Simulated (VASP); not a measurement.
Wanted: the native input for a VASP 6.6.1 run.

```
Task                   : relaxation of cell and atoms
Functional             : r2SCAN
Dispersion             : D4
Potentials or basis    : VASP PAW PBE potentials, release 64 (Co, O)
Cutoff                 : 600 eV
k mesh                 : 11 × 11 × 11
Occupations            : fermi-dirac, width 0.05 eV
Spin                   : collinear spin, ferromagnetic start
Starting moments       : [2.0, 0.0] μB
Dipole correction      : no
Further INCAR settings : ALGO = Normal; EDIFF = 1e-06; IBRION = 2; EDIFFG = -0.01; NSW = 60; ISIF = 3
```

CoO:

```xyz
2
Lattice="0.0000 2.1315 2.1315 2.1315 0.0000 2.1315 2.1315 2.1315 0.0000" Properties=species:S:1:pos:R:3 pbc="T T T"
Co    0.0000    0.0000    0.0000
O     2.1315    2.1315    2.1315
```

One way to write it, as run:

POSCAR

```
CoO
1.0
    0.0000000000      2.1315000000      2.1315000000
    2.1315000000      0.0000000000      2.1315000000
    2.1315000000      2.1315000000      0.0000000000
Co O
1 1
Direct
    0.0000000000      0.0000000000      0.0000000000
    0.5000000000      0.5000000000      0.5000000000
```

INCAR.step1

```
SYSTEM = CoO
  PREC = Accurate
  ENCUT = 600
  ISMEAR = -1
  SIGMA = 0.05
  LREAL = .False.
  LASPH = .True.
  NELM = 150
  ISPIN = 2
  MAGMOM = 2 0
  LMAXMIX = 4
  GGA = PE
  ALGO = Normal
  EDIFF = 1E-4
  LWAVE = .True.
  LCHARG = .False.
```

INCAR.step2

```
SYSTEM = CoO
  PREC = Accurate
  ENCUT = 600
  EDIFF = 1E-6
  ISMEAR = -1
  SIGMA = 0.05
  LREAL = .False.
  LASPH = .True.
  NELM = 150
  ALGO = Normal
  ISIF = 3
  LWAVE = .False.
  LCHARG = .False.
  ISPIN = 2
  MAGMOM = 2 0
  LORBIT = 11
  LMAXMIX = 4
  METAGGA = R2SCAN
  LMIXTAU = .True.
  IVDW = 13
  VDW_S6 = 1.0
  VDW_S8 = 0.6018749
  VDW_A1 = 0.51559235
  VDW_A2 = 5.77342911
  IBRION = 2
  NSW = 60
  EDIFFG = -0.01
  ISTART = 1
```

KPOINTS

```
regular mesh
0
Gamma
  11 11 11
  0 0 0
```

Potentials or basis: VASP PAW PBE potentials, release 64 (Co, O).

The run is started by

```console
$ cat potpaw_PBE.64/Co/POTCAR potpaw_PBE.64/O/POTCAR > POTCAR
$ cp INCAR.step1 INCAR
$ mpirun -np 1 vasp_std > vasp.out
$ cp INCAR.step2 INCAR
$ mpirun -np 1 vasp_std > vasp.out
```

It gave:

```
Relaxed volume                                        : 9.27 Å³/atom
Relaxed cell                                          : a = 2.971 Å, b = 2.971 Å, c = 2.971 Å, α = 60.00°, β = 60.00°, γ = 60.00°
Space group after relaxing (to 0.05 Å)                : Fm-3m (No. 225)
Energy gained by relaxing                             : 11.9 meV/atom
Ionic steps                                           : 3
Pressure after relaxing                               : 0.0 GPa
Band gap on the k mesh                                : zero (filled and empty bands overlap)
Net moment                                            : 3.00 μB per cell
Site moments                                          : Co +2.69; O +0.29 μB
Valence electrons inside the program's atomic spheres : Co 7.84; O 5.05
Dispersion energy per atom                            : -0.108 eV
```

Caveat: the PAW data sets were made with another functional, which shifts forces and pressure a little; a cell with one magnetic atom can't hold antiferromagnetic order, which such compounds often take; semilocal functionals often make such compounds metallic where correlation or magnetic order opens a gap, which also shifts bond lengths; pairwise dispersion overbinds metals, which lowers pressure and volume.

Wall time 2.5 min on 1 thread of Intel Xeon 6975P-C (shared host), peak memory 0.18 GiB.
